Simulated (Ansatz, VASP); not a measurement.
# In3GaP4: VASP beside Ansatz

```
CELL_PARAMETERS angstrom
4.12683 0.00000 0.00000
0.00000 4.12683 0.00000
0.00000 0.00000 11.73978
ATOMIC_POSITIONS crystal
In 0.00000 0.00000 0.74086
In 0.50000 0.50000 0.00000
In 0.00000 0.00000 0.25914
Ga 0.50000 0.50000 0.50000
P 0.50000 0.00000 0.87040
P 0.00000 0.50000 0.12960
P 0.50000 0.00000 0.38955
P 0.00000 0.50000 0.61045
```

Alike in both runs: functional PBE; k mesh 10 × 10 × 4; occupations gaussian, width 0.02 eV; no spin polarisation.

Ansatz relaxed the structure, and its values are those at the end. VASP's run is a single point on that final structure, the one shown.

```csv
,VASP,Ansatz
version,VASP 6.6.1,Ansatz 0.2.0
potentials or method,"VASP PAW PBE potentials, release 64 (In_d, Ga_d, P), cutoff 520 eV","scalar-relativistic, plane waves, PAW"
valence electrons in the cell,72,72
```

VASP gave:

```
gap on the k mesh at the Fermi level (eV) : 0.56
least direct gap on the mesh (eV)         : 0.56
pressure (GPa)                            : 0.0
```

Estimate Ansatz's values.

gap on the k mesh at the Fermi level (eV): 0.57; least direct gap on the mesh (eV): 0.57; pressure (GPa): 0.0.
